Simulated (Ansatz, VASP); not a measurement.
Two plane-wave programs on TaF4

```xyz
5
Lattice="2.8084 -3.1159 0.0000 2.8084 3.1159 0.0000 0.0000 0.0000 5.6996" Properties=species:S:1:pos:R:3 pbc="T T T"
Ta    2.8084    0.0000    0.0000
F     4.1443    0.0000    4.3772
F     1.4725    0.0000    4.3772
F     4.1443    0.0000    1.3224
F     1.4725    0.0000    1.3224
```

Alike in both runs: functional PBE; k mesh 3 × 3 × 3; occupations gaussian, width 0.15 eV; no spin polarisation.

Ansatz relaxed the structure, and its values are those at the end. VASP's run is a single point on that final structure, the one shown.

|  | VASP | Ansatz |
| --- | --- | --- |
| version | VASP 6.6.1 | Ansatz 0.2.0 |
| potentials or method | VASP PAW PBE potentials, release 64 (Ta_sv_GW, F), cutoff 700 eV | scalar-relativistic, plane waves, PAW |
| valence electrons in the cell | 41 | 41 |

|  | VASP | Ansatz | Ansatz less VASP |
| --- | --- | --- | --- |
| gap on the k mesh at the Fermi level (eV) | none | none | - |
| pressure (GPa) | 0.9 | 0.7 | -0.18 |
| rms of the force components (eV/Å) | 0.091 | 0.020 | -0.0713 |

A gap of «none» marks a metal or a gap that the smearing closes.

The k mesh is coarse, so the values compare programs but aren't converged. Neither program's run includes spin-orbit coupling.
